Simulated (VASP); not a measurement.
A run of VASP 6.6.1 is set up as follows.

The input INCAR:

```
PREC = Accurate
ENCUT = 520
EDIFF = 1E-7
ISMEAR = -1
SIGMA = 0.05
LREAL = False
LASPH = True
NELM = 100
ALGO = Normal
ISIF = 2
LWAVE = False
LCHARG = False
GGA = PE
NBANDS = 20
```

Contents of KPOINTS:

```
Automatic mesh
0
Gamma
  10 10 3
```

File POSCAR:

```
WS2
1.0
    2.5743353148      0.0000000000      0.0000000000
    0.0000000000      2.5743353148      0.0000000000
    0.0000000000      0.0000000000      9.1721938373
W S
1 2
Direct
    0.5000000000      0.5000000000      0.5000000000
    0.5000000000      0.5000000000      0.7656600000
    0.5000000000      0.5000000000      0.2343400000
```

Potentials or basis: VASP PAW PBE potentials, release 64 (W_sv, S).

Run with:

```bash
$ cat potpaw_PBE.64/W_sv/POTCAR potpaw_PBE.64/S/POTCAR > POTCAR
$ mpirun -np 1 vasp_std > vasp.out
```

Question: Estimate the pressure.

Answer: 3.2 GPa.

Question: Estimate the largest force.

Answer: 0.242 eV/Å.

Stress tensor (GPa, compression positive):
```
3.35 0.00 0.00
0.00 3.35 0.00
0.00 0.00 3.01
```

Caveat: this functional lacks dispersion, which binds the layers, so the pressure and a relaxed spacing across them are unreliable.
